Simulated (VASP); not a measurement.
# HfB2 (P-1) in VASP: single point with PBE

Aim: the single point of HfB2 with PBE.

Everything below comes from runs of VASP 6.6.1. Logs are shortened: lines on timing, memory, paths and dates and some standing lists are left out, and cuts for length are marked.

### Step 1. The cell of the first run

The typed cell holds 3 atoms: a = 3.140 Å, b = 3.126 Å, c = 3.480 Å, α = 89.79°, β = 89.43°, γ = 119.57°.

### Step 2. Single point, PBE

INCAR reads:

```
SYSTEM = HfB2
PREC = Accurate
ENCUT = 520
EDIFF = 1E-6
ISMEAR = -1
SIGMA = 0.1
LREAL = .False.
LASPH = .True.
NELM = 60
ALGO = Normal
ISIF = 2
LWAVE = .False.
LCHARG = .False.
GGA = PE
NBANDS = 15
```

KPOINTS reads:

```
Automatic mesh
0
Gamma
  13 13 10
  0 0 0
```

POSCAR reads:

```
HfB2
1.0
    3.1400000000      0.0157000000      0.0157000000
   -1.5564034000      2.7114700000      0.0057466000
    0.0174000000      0.0174000000      3.4800000000
Hf B
1 2
Direct
    0.0000000000      0.0000000000      0.0000000000
    0.3333333333      0.6666666667      0.5000000000
    0.6666666667      0.3333333333      0.5000000000
```

Potentials or basis: VASP PAW PBE potentials, release 64 (Hf_pv, B).

Command:

```bash
cat potpaw_PBE.64/Hf_pv/POTCAR potpaw_PBE.64/B/POTCAR > POTCAR
mpirun -np 1 vasp_std > vasp.out
```

OUTCAR:

```text
SYSTEM = HfB2
   PREC = Accurate
   ENCUT = 520
   EDIFF = 1E-6
   ISMEAR = -1
   LREAL = .False.
   LASPH = .True.
   NELM = 60
   ISIF = 2
   GGA = PE

 ion  position               nearest neighbor table
   1  0.000  0.000  0.000-   2 2.50   3 2.50   3 2.50   2 2.50   3 2.50   2 2.50   2 2.51   3 2.51
                             3 2.53   2 2.53   3 2.54   2 2.54
   2  0.333  0.667  0.500-   3 1.81   3 1.81   3 1.82   1 2.50   1 2.50   1 2.50   1 2.51   1 2.53
                             1 2.54
   3  0.667  0.333  0.500-   2 1.81   2 1.81   2 1.82   1 2.50   1 2.50   1 2.50   1 2.51   1 2.53
                             1 2.54

  LATTYP: Found a triclinic cell.
 ALAT       =     3.1400784990
 B/A-ratio  =     1.7245160811
 C/A-ratio  =     1.1082802548
 COS(alpha) =     0.0036852523
 COS(beta)  =     0.0100244988
 COS(gamma) =     0.8647750781

  Lattice vectors:

 A1 = (  -3.1400000000,  -0.0157000000,  -0.0157000000)
 A2 = (  -4.6964034000,   2.6957700000,  -0.0099534000)
 A3 = (  -0.0174000000,  -0.0174000000,  -3.4800000000)

Analysis of symmetry for initial positions (statically):
=====================================================================
 Subroutine PRICEL returns:
 Original cell was already a primitive cell.

 Routine SETGRP: Setting up the symmetry group for a
 triclinic supercell.

 Subroutine GETGRP returns: Found  2 space group operations
 (whereof  2 operations were pure point group operations)
 out of a pool of  2 trial point group operations.

The static configuration has the point symmetry S_2 .

Analysis of symmetry for dynamics (positions and initial velocities):
=====================================================================
 Subroutine PRICEL returns:
 Original cell was already a primitive cell.

 Routine SETGRP: Setting up the symmetry group for a
 triclinic supercell.

 Subroutine GETGRP returns: Found  2 space group operations
 (whereof  2 operations were pure point group operations)
 out of a pool of  2 trial point group operations.

The dynamic configuration has the point symmetry S_2 .

 Subroutine INISYM returns: Found  2 space group operations
 (whereof  2 operations are pure point group operations),
 and found     1 'primitive' translations

----------------------------------------------------------------------------------------

                                     Primitive cell

  volume of cell :      29.7123

  direct lattice vectors                    reciprocal lattice vectors
     3.140000000  0.015700000  0.015700000     0.317572364  0.182294132 -0.002499332
    -1.556403400  2.711470000  0.005746600    -0.001829638  0.367757290 -0.001829638
     0.017400000  0.017400000  3.480000000    -0.001429705 -0.001429705  0.287370619

[... 95 lines left out ...]
   PSTRESS=    0.0 pullay stress
   NELECT =      16.0000    total number of electrons
   NUPDOWN=      -1.0000    fix difference up-down
   EMIN   =  10.00;   EMAX   =-10.00  energy-range for DOS
   EFERMI =   0.00;   METHOD = LEGACY
   ISMEAR =    -1;   SIGMA  =   0.10  broadening in eV -4-tet -1-fermi 0-gaus
   EFERMI_NEDOS =   21; number of points for ismear=-14 and -15
   IALGO  =     38    algorithm
   IMIX   =      4    mixing-type and parameters
     AMIX     =   0.40;   BMIX     =  1.00
     AMIX_MAG =   1.60;   BMIX_MAG =  1.00
  volume/ion in A,a.u.               =       9.90        66.84
  Fermi-wavevector in a.u.,A,eV,Ry     =   1.331893  2.516912 24.135895  1.773938
  Thomas-Fermi vector in A             =   2.460869
   LORBIT       =      0    0 simple, 1 ext, 2 COOP (PROOUT), +10 PAW based schemes
   GGA     = PE    functional components
   LHFCALC =     F    Hartree Fock is set to
   AEXX    =    0.0000 exact exchange contribution
   IVDW    =     0    specifies the selected vdW correction
   LEPSILON=     F    determine dielectric tensor
   LRPA    =     F    only Hartree local field effects (RPA)
 non-spin polarized calculation
  energy-cutoff  :      520.00
  volume of cell :       29.71
 maximum number of plane-waves:       819
   NGX = 11   NGY = 11   NGZ = 13

 number of electron      15.9999998 magnetization

 Free energy of the ion-electron system (eV)
  ---------------------------------------------------
  ext. energy  EPLUGINS =         0.00000000
  ---------------------------------------------------
  free energy    TOTEN  =       -26.39814578 eV

  energy without entropy =      -26.38990020  energy(sigma->0) =      -26.39402299

 E-fermi :   7.7457     XC(G=0): -12.5968

 val. band max:        7.6642913256   @ k =   0.2308   0.2308   0.0000
 cond. band min:       7.7626767701   @ k =   0.1538   0.3077   0.0000
 fundamental gap:      0.0983854444
 Fermi energy:         7.7457357981

 k-point     1 :       0.0000    0.0000    0.0000
  band No.  band energies     occupation
      1     -22.9641      2.00000
      2     -22.4759      2.00000
      3     -22.4564      2.00000
      4      -6.0828      2.00000
      5       4.6598      2.00000
      6       4.7271      2.00000
      7       4.8277      2.00000
      8       4.8918      2.00000
      9      11.6430      0.00000
     10      11.6972      0.00000
     11      12.2966      0.00000
     12      12.4055      0.00000
     13      12.5262      0.00000
     14      12.6643      0.00000
[... 401 lines left out ...]
      2     -22.8643      2.00000
      3     -22.6530      2.00000
      4      -3.9258      2.00000
      5       1.2368      2.00000
      6       3.0089      2.00000
      7       3.9446      2.00000
      8       6.7039      1.99994
      9       8.5515      0.00063
     10       9.2514      0.00000
     11      12.8366      0.00000
     12      13.8252      0.00000
     13      14.6235      0.00000
     14      15.4852      0.00000
     15      17.2409      0.00000

 [... further k-points ...]
[... 5 lines left out ...]
  --------------------------------------------------------------------------------------
  -------------------------------------------------------------------------------------
  Total        0.1871166      0.1879311      0.2339091     -0.4980688     -0.4863118     -0.4863810
  in kB       10.0898813     10.1338052     12.6130738    -26.8573518    -26.2233778    -26.2271099
  external PRESSURE =      10.9455868 kB  Pullay stress =       0.0000000 kB

 VOLUME and BASIS-vectors are now :
 -----------------------------------------------------------------------------
  energy-cutoff  :      520.00
  volume of cell :       29.71
      direct lattice vectors                 reciprocal lattice vectors
     3.140000000  0.015700000  0.015700000     0.317572364  0.182294132 -0.002499332
    -1.556403400  2.711470000  0.005746600    -0.001829638  0.367757290 -0.001829638
     0.017400000  0.017400000  3.480000000    -0.001429705 -0.001429705  0.287370619

 POSITION                                       TOTAL-FORCE (eV/Angst)
 -----------------------------------------------------------------------------------
      0.00000      0.00000      0.00000        -0.000000     -0.000000      0.000000
      0.01776      1.82158      1.74906         0.010852      0.001413     -0.001727
      1.58323      0.92299      1.75238        -0.010852     -0.001413      0.001727
 -----------------------------------------------------------------------------------
    total drift:                               -0.000000      0.000000      0.000000

  FREE ENERGIE OF THE ION-ELECTRON SYSTEM (eV)
  ---------------------------------------------------
  free  energy   TOTEN  =       -26.3981457764 eV

  energy  without entropy=      -26.3899001970  energy(sigma->0) =      -26.39402299
```

Wall time 5 min (1 thread of Intel Xeon Platinum 8259CL at 2.50GHz (Skylake/Cascade Lake), shared host); peak memory 0.46 GiB.

What came out:

| Property | Result |
| --- | --- |
| Free energy | -26.3981 eV |
| Pressure | 1.1 GPa |
| Largest force | 0.011 eV/Å |
| Band gap on the k mesh | zero (bands 8 and 9 overlap by 1.06 eV) |

Forces in eV/Å, atoms in the order of the input:
```
Hf   0.000  0.000  0.000
B    0.011  0.001 -0.002
B   -0.011 -0.001  0.002
```

Caveat: spin-orbit coupling is left out, which moves the levels of the heavy elements.
